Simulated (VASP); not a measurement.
# Al2Pt (Fm-3m) in VASP: further runs, part 2 of 2

VASP 6.6.1. The steps go on from the part before.

### Step 3. Single point, PBE, non-collinear spin, zero start, spin-orbit coupling

Input file INCAR:

```
SYSTEM = Al2Pt
PREC     = Accurate       ! precision mode
ENCUT    = 520            ! plane-wave cutoff, eV
EDIFF    = 1E-6           ! SCF threshold, eV
ISMEAR   = -1             ! smearing method
SIGMA    = 0.05           ! smearing width, eV
LREAL    = .FALSE.        ! projectors in reciprocal space
LASPH    = .TRUE.         ! aspherical terms in the spheres
NELM     = 150            ! most SCF steps
ALGO     = Fast           ! electronic algorithm
ISIF     = 2              ! what is computed and relaxed
LWAVE    = .FALSE.        ! write WAVECAR
LCHARG   = .FALSE.        ! write CHGCAR
MAGMOM   = 0 0 0 0 0 0 0 0 0 ! initial moments
LORBIT   = 11             ! projections on sites
LSORBIT  = .TRUE.         ! spin-orbit coupling
GGA_COMPAT= .FALSE.      
LORBMOM  = .TRUE.       
LMAXMIX  = 4              ! l up to which the mixer works
GGA      = PE             ! functional
NBANDS   = 29             ! bands
```

Input file KPOINTS:

```
regular mesh
0
G
  8 8 8
  0 0 0
```

Input file POSCAR:

```
Al2Pt
1.0
    0.0000000000      2.9550000000      2.9550000000
    2.9550000000      0.0000000000      2.9550000000
    2.9550000000      2.9550000000      0.0000000000
Pt Al
1 2
Direct
    0.0000000000      0.0000000000      0.0000000000
    0.7500000000      0.7500000000      0.7500000000
    0.2500000000      0.2500000000      0.2500000000
```

Potentials or basis: VASP PAW PBE potentials, release 64 (Pt, Al).

Run with:

```
$ cat potpaw_PBE.64/Pt/POTCAR potpaw_PBE.64/Al/POTCAR > POTCAR
$ mpirun -np 1 vasp_ncl > vasp.out
```

OUTCAR:

```text
SYSTEM = Al2Pt
   PREC = Accurate
   ENCUT = 520
   EDIFF = 1E-6
   ISMEAR = -1
   LREAL = .FALSE.
   LASPH = .TRUE.
   NELM = 150
   ISIF = 2
   LORBIT = 11
   LSORBIT = .TRUE.
   GGA = PE

 ion  position               nearest neighbor table
   1  0.000  0.000  0.000-   2 2.56   2 2.56   2 2.56   2 2.56   3 2.56   3 2.56   3 2.56   3 2.56

   2  0.750  0.750  0.750-   1 2.56   1 2.56   1 2.56   1 2.56   3 2.96   3 2.96   3 2.96   3 2.96
                             3 2.96   3 2.96
   3  0.250  0.250  0.250-   1 2.56   1 2.56   1 2.56   1 2.56   2 2.96   2 2.96   2 2.96   2 2.96
                             2 2.96   2 2.96

  LATTYP: Found a face centered cubic cell.
 ALAT       =     5.9100000000

  Lattice vectors:

 A1 = (   0.0000000000,   2.9550000000,   2.9550000000)
 A2 = (   2.9550000000,   0.0000000000,   2.9550000000)
 A3 = (   2.9550000000,   2.9550000000,   0.0000000000)

Analysis of symmetry for initial positions (statically):
=====================================================================
 Subroutine PRICEL returns:
 Original cell was already a primitive cell.

 Routine SETGRP: Setting up the symmetry group for a
 face centered cubic supercell.

 Subroutine GETGRP returns: Found 48 space group operations
 (whereof 48 operations were pure point group operations)
 out of a pool of 48 trial point group operations.

The static configuration has the point symmetry O_h .

Analysis of symmetry for dynamics (positions and initial velocities):
=====================================================================
 Subroutine PRICEL returns:
 Original cell was already a primitive cell.

 Routine SETGRP: Setting up the symmetry group for a
 face centered cubic supercell.

 Subroutine GETGRP returns: Found 48 space group operations
 (whereof 48 operations were pure point group operations)
 out of a pool of 48 trial point group operations.

[... 960 lines left out ...]
 ----------------------------------------
  1         0.000  -0.000  -0.000
  2        -0.000   0.000  -0.000
  3         0.000   0.000   0.000
 ----------------------------------------
           -0.000  -0.000  -0.000

 orbital moment (y)

 # of ion     p       d       tot
 ----------------------------------------
  1         0.000   0.000   0.000
  2         0.000   0.000   0.000
  3         0.000   0.000   0.000
 ----------------------------------------
            0.000   0.000   0.000

 orbital moment (z)

 # of ion     p       d       tot
 ----------------------------------------
  1         0.000   0.000   0.000
  2         0.000   0.000   0.000
  3         0.000   0.000   0.000
 ----------------------------------------
            0.000   0.000   0.000

 Spin-Orbit-Coupling matrix elements

 Ion:    1  E_soc:     -0.7180272
 l=   1
     0.0000000    -0.0495632    -0.0495632
    -0.0495632     0.0000000    -0.0495632
    -0.0495632    -0.0495632     0.0000000
 l=   2
     0.0000000    -0.0138118     0.0000000    -0.0138118    -0.0562962
    -0.0138118     0.0000000    -0.0422221    -0.0138118    -0.0140740
     0.0000000    -0.0422221     0.0000000    -0.0422221     0.0000000
    -0.0138118    -0.0138118    -0.0422221     0.0000000    -0.0140740
    -0.0562962    -0.0140740     0.0000000    -0.0140740     0.0000000
 l=   3
     0.0000000     0.0000000     0.0000000     0.0000000     0.0000000     0.0000000     0.0000000
     0.0000000     0.0000000     0.0000000     0.0000000     0.0000000     0.0000000     0.0000000
     0.0000000     0.0000000     0.0000000     0.0000000     0.0000000     0.0000000     0.0000000
     0.0000000     0.0000000     0.0000000     0.0000000     0.0000000     0.0000000     0.0000000
[... 29 lines left out ...]
 l=   2
     0.0000000     0.0000000     0.0000000     0.0000000     0.0000000
     0.0000000     0.0000000     0.0000000     0.0000000     0.0000000
     0.0000000     0.0000000     0.0000000     0.0000000     0.0000000
     0.0000000     0.0000000     0.0000000     0.0000000     0.0000000
     0.0000000     0.0000000     0.0000000     0.0000000     0.0000000
 l=   3
     0.0000000     0.0000000     0.0000000     0.0000000     0.0000000     0.0000000     0.0000000
     0.0000000     0.0000000     0.0000000     0.0000000     0.0000000     0.0000000     0.0000000
     0.0000000     0.0000000     0.0000000     0.0000000     0.0000000     0.0000000     0.0000000
     0.0000000     0.0000000     0.0000000     0.0000000     0.0000000     0.0000000     0.0000000
     0.0000000     0.0000000     0.0000000     0.0000000     0.0000000     0.0000000     0.0000000
     0.0000000     0.0000000     0.0000000     0.0000000     0.0000000     0.0000000     0.0000000
     0.0000000     0.0000000     0.0000000     0.0000000     0.0000000     0.0000000     0.0000000

 total charge

# of ion       s       p       d       tot
------------------------------------------
    1        0.834   0.745   8.147   9.726
    2        0.401   0.363   0.000   0.764
    3        0.401   0.363   0.000   0.764
--------------------------------------------------
tot          1.635   1.471   8.147  11.254

 magnetization (x)

# of ion       s       p       d       tot
------------------------------------------
    1       -0.000  -0.000   0.000  -0.000
    2        0.000  -0.000   0.000   0.000
    3        0.000   0.000   0.000   0.000
--------------------------------------------------
tot          0.000  -0.000   0.000   0.000

 magnetization (y)

# of ion       s       p       d       tot
------------------------------------------
    1       -0.000  -0.000   0.000  -0.000
    2        0.000  -0.000   0.000  -0.000
    3        0.000   0.000   0.000   0.000
--------------------------------------------------
tot          0.000  -0.000   0.000   0.000

 magnetization (z)

# of ion       s       p       d       tot
------------------------------------------
    1       -0.000   0.000   0.000  -0.000
    2        0.000  -0.000   0.000  -0.000
    3        0.000   0.000   0.000   0.000
--------------------------------------------------
tot          0.000  -0.000   0.000   0.000
```

OSZICAR:

```text
N       E                     dE             d eps       ncg     rms          rms(c)
DAV:   1     0.550260148054E+02    0.55026E+02   -0.65256E+03  1682   0.947E+02
DAV:   2    -0.147189484539E+02   -0.69745E+02   -0.62661E+02  1893   0.186E+02
DAV:   3    -0.171523984395E+02   -0.24334E+01   -0.23963E+01  2141   0.312E+01
DAV:   4    -0.171759031532E+02   -0.23505E-01   -0.23496E-01  2042   0.353E+00
DAV:   5    -0.171763335611E+02   -0.43041E-03   -0.43040E-03  2060   0.500E-01    0.953E+00
RMM:   6    -0.167020596788E+02    0.47427E+00   -0.17800E+00  1697   0.869E+00    0.344E+00
RMM:   7    -0.166209028194E+02    0.81157E-01   -0.10839E-01  1721   0.224E+00    0.240E+00
RMM:   8    -0.165970062292E+02    0.23897E-01   -0.16854E-02  1857   0.103E+00    0.121E+00
RMM:   9    -0.165922079002E+02    0.47983E-02   -0.79670E-03  1882   0.759E-01    0.201E-01
RMM:  10    -0.165924613155E+02   -0.25342E-03   -0.12807E-03  1991   0.254E-01    0.117E-01
RMM:  11    -0.165925068899E+02   -0.45574E-04   -0.39594E-04  1873   0.130E-01    0.239E-02
RMM:  12    -0.165925040327E+02    0.28572E-05   -0.60772E-05  2021   0.534E-02    0.157E-02
RMM:  13    -0.165925058495E+02   -0.18168E-05   -0.16870E-05  2045   0.258E-02    0.100E-02
RMM:  14    -0.165925047898E+02    0.10598E-05   -0.34922E-06  1823   0.128E-02    0.493E-03
RMM:  15    -0.165925047641E+02    0.25709E-07   -0.10746E-06  1381   0.647E-03
   1 F= -.16592505E+02 E0= -.16588171E+02  d E =-.866769E-02  mag=    -0.0000     0.0000     0.0000
```

stdout:

```text
POSCAR found type information on POSCAR PtAl
 POSCAR found :  2 types and       3 ions
 scaLAPACK will be used
 LDA part: xc-table for (Slater+PW92), standard interpolation
 POSCAR, INCAR and KPOINTS ok, starting setup
 FFT: planning ... GRIDC
 FFT: planning ... GRID_SOFT
 FFT: planning ... GRID
 WAVECAR not read
 entering main loop
```

Run time: 96 s. Hardware: 1 thread of AMD EPYC 9R45 (Zen 5), shared host; peak memory 0.3 GiB.

What came out:

| Property | Result |
| --- | --- |
| Free energy | -16.5925 eV |
| Pressure | 2.0 GPa |
| Net moment | 0.00 μB per cell |
| Valence electrons inside the program's atomic spheres | Pt 9.73; Al 0.76 |

Moments on the atoms (μB; x, y, z):
```
Pt  0.00 0.00 0.00
Al  0.00 0.00 0.00
Al  0.00 0.00 0.00
```
